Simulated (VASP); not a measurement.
# CoH (Fm-3m) in VASP: further runs, part 2 of 2

VASP 6.6.1. The steps go on from the part before.

## (3) Single point, PBEsol, collinear spin, ferromagnetic start

This run uses another cell than the first one, of 5.50 Å³/atom, 1.026 times its volume.

The input, INCAR:

```
SYSTEM = CoH
PREC = Accurate
ENCUT = 520
EDIFF = 1E-6
ISMEAR = -1
SIGMA = 0.1
LREAL = .FALSE.
LASPH = .TRUE.
NELM = 150
ALGO = Normal
ISIF = 2
LWAVE = .FALSE.
LCHARG = .FALSE.
ISPIN = 2
MAGMOM = 3.2 0
LORBIT = 11
LMAXMIX = 4
GGA = PS
NBANDS = 16
```

The input, KPOINTS:

```
regular mesh
0
G
  15 15 15
  0 0 0
```

The input, POSCAR:

```
CoH
1.0
    0.0000000000      1.7652054642      1.7652054642
    1.7652054642      0.0000000000      1.7652054642
    1.7652054642      1.7652054642      0.0000000000
Co H
1 1
Direct
    0.0000000000      0.0000000000      0.0000000000
    0.5000000000      0.5000000000      0.5000000000
```

Potentials or basis: VASP PAW PBE potentials, release 64 (Co, H).

On the command line:

```console
> cat potpaw_PBE.64/Co/POTCAR potpaw_PBE.64/H/POTCAR > POTCAR
> mpirun -np 1 vasp_std > vasp.out
```

OUTCAR:

```text
SYSTEM = CoH
   PREC = Accurate
   ENCUT = 520
   EDIFF = 1E-6
   ISMEAR = -1
   LREAL = .FALSE.
   LASPH = .TRUE.
   NELM = 150
   ISIF = 2
   ISPIN = 2
   LORBIT = 11
   GGA = PS

 ion  position               nearest neighbor table
   1  0.000  0.000  0.000-   2 1.77   2 1.77   2 1.77   2 1.77   2 1.77   2 1.77
   2  0.500  0.500  0.500-   1 1.77   1 1.77   1 1.77   1 1.77   1 1.77   1 1.77

  LATTYP: Found a face centered cubic cell.
 ALAT       =     3.5304109284

  Lattice vectors:

 A1 = (   0.0000000000,   1.7652054642,   1.7652054642)
 A2 = (   1.7652054642,   0.0000000000,   1.7652054642)
 A3 = (   1.7652054642,   1.7652054642,   0.0000000000)
[... 1126 lines left out ...]

 VOLUME and BASIS-vectors are now :
 -----------------------------------------------------------------------------
  energy-cutoff  :      520.00
  volume of cell :       11.00
      direct lattice vectors                 reciprocal lattice vectors
     0.000000000  1.765205464  1.765205464    -0.283253145  0.283253145  0.283253145
     1.765205464  0.000000000  1.765205464     0.283253145 -0.283253145  0.283253145
     1.765205464  1.765205464  0.000000000     0.283253145  0.283253145 -0.283253145

 POSITION                                       TOTAL-FORCE (eV/Angst)
 -----------------------------------------------------------------------------------
      0.00000      0.00000      0.00000        -0.000000      0.000000      0.000000
      1.76521      1.76521      1.76521         0.000000     -0.000000     -0.000000
 -----------------------------------------------------------------------------------
    total drift:                                0.000000     -0.000000     -0.000000

  FREE ENERGIE OF THE ION-ELECTRON SYSTEM (eV)
  ---------------------------------------------------
  free  energy   TOTEN  =       -11.0819804434 eV

  energy  without entropy=      -11.0416088296  energy(sigma->0) =      -11.06179464

 total charge

# of ion       s       p       d       tot
------------------------------------------
    1        0.457   0.671   7.556   8.685
    2        0.532   0.054   0.000   0.586
--------------------------------------------------
tot          0.989   0.725   7.556   9.270

 magnetization (x)

# of ion       s       p       d       tot
------------------------------------------
    1       -0.007  -0.019   1.038   1.011
    2       -0.007  -0.003   0.000  -0.010
--------------------------------------------------
tot         -0.014  -0.022   1.038   1.002
```

stdout:

```text
POSCAR found type information on POSCAR CoH
 POSCAR found :  2 types and       2 ions
 scaLAPACK will be used
 -----------------------------------------------------------------------------
|                                                                             |
|                                                                             |
|     You enforced a specific xc type in the INCAR file but a different       |
|     I HOPE YOU KNOW WHAT YOU ARE DOING!                                     |
|                                                                             |
 -----------------------------------------------------------------------------

 LDA part: xc-table for (Slater+PW92), standard interpolation
 POSCAR, INCAR and KPOINTS ok, starting setup
 FFT: planning ... GRIDC
 FFT: planning ... GRID_SOFT
 FFT: planning ... GRID
 WAVECAR not read
 entering main loop
```

Run time: 33 s. Hardware: 1 thread of Intel Xeon Platinum 8559C (Emerald Rapids), shared host; peak memory 0.15 GiB.

Results:

```
Free energy                                           : -11.0820 eV
Pressure                                              : 29.6 GPa
Net moment                                            : 1.00 μB per cell
Site moments                                          : Co +1.01; H -0.01 μB
Valence electrons inside the program's atomic spheres : Co 8.69; H 0.59
```

Levels at points of the mesh, in eV from the Fermi level:
Spin up:
```csv
k point,band 2,band 3,band 4,band 5,band 6,band 7,band 8,band 9,band 10,band 11
"(0.00, 0.00, 0.00)",-2.87,-2.87,-2.87,-1.59,-1.59,16.61,21.45,22.66,22.66,22.66
```
Spin down:
```csv
k point,band 2,band 3,band 4,band 5,band 6,band 7
"(0.00, 0.00, 0.00)",-1.81,-1.81,-1.81,-0.64,-0.64,16.60
```

Caveat: the PAW data sets were made with another functional, which shifts forces and pressure a little.

## (4) Single point, PBEsol, collinear spin, ferromagnetic start

This run uses another cell than the first one, of 5.66 Å³/atom, 1.057 times its volume.

The input, INCAR:

```
PREC = Accurate ; ENCUT = 520
EDIFF = 1E-7 ; ISMEAR = -1
SIGMA = 0.1 ; LREAL = F
LASPH = T ; NELM = 150
ALGO = Normal ; ISIF = 2
LWAVE = F ; LCHARG = T
ISPIN = 2 ; MAGMOM = 3.2 0
LORBIT = 11 ; LMAXMIX = 4
GGA = PS ; LELF = T
LVHAR = T ; NBANDS = 16
```

The input, KPOINTS:

```
regular mesh
0
Gamma
  15 15 15
```

The input, POSCAR:

```
CoH
1.0
    0.0000000000      1.7824319255      1.7824319255
    1.7824319255      0.0000000000      1.7824319255
    1.7824319255      1.7824319255      0.0000000000
Co H
1 1
Direct
    0.0000000000      0.0000000000      0.0000000000
    0.5000000000      0.5000000000      0.5000000000
```

On the command line:

```console
> cat potpaw_PBE.64/Co/POTCAR potpaw_PBE.64/H/POTCAR > POTCAR
> mpirun -np 1 vasp_std > vasp.out
```

Run time: 33 s. Hardware: 1 thread of Intel Xeon Platinum 8559C (Emerald Rapids), shared host; peak memory 0.15 GiB.

The run converged. Its results:

| Quantity | Value |
| --- | --- |
| Free energy | -11.1319 eV |
| Pressure | 19.5 GPa |
| Net moment | 1.03 μB per cell |
| Site moments | Co +1.05; H -0.01 μB |
| Valence electrons inside the program's atomic spheres | Co 8.61; H 0.57 |

Levels at points of the mesh, in eV from the Fermi level:
Spin up:
```tsv
k point	band 2	band 3	band 4	band 5	band 6	band 7	band 8	band 9	band 10	band 11
(0.00, 0.00, 0.00)	-2.81	-2.81	-2.81	-1.58	-1.58	16.24	21.26	22.31	22.31	22.31
```
Spin down:
```
           k point  band 1  band 2  band 3  band 4  band 5  band 6  band 7  band 8
(0.00, 0.00, 0.00)  -13.39   -1.71   -1.71   -1.71   -0.60   -0.60   16.23   21.14
```

Caveat: the PAW data sets were made with another functional, which shifts forces and pressure a little.

## (5) The runs side by side

| cell | gap on the mesh (eV) | pressure (GPa) | moment (μB) |
| --- | --- | --- | --- |
| a = 2.475 Å, angles 60.0°, 2 atoms | none | 39.5 | 0.96 |
| a = 2.496 Å, angles 60.0°, 2 atoms | none | 29.6 | 1.00 |
| a = 2.521 Å, angles 60.0°, 2 atoms | none | 19.5 | 1.03 |

Alike in all rows: task single point; level PBEsol; potentials or basis VASP PAW PBE potentials, release 64 (Co, H); spin collinear, ferromagnetic start; k mesh 15 × 15 × 15; cutoff (eV) 520; smearing fermi-dirac 0.1 eV.

Caveats: the PAW data sets were made with another functional, which shifts forces and pressure a little.

Total energies depend on the potentials used, so only differences within one code and one set of settings carry meaning.
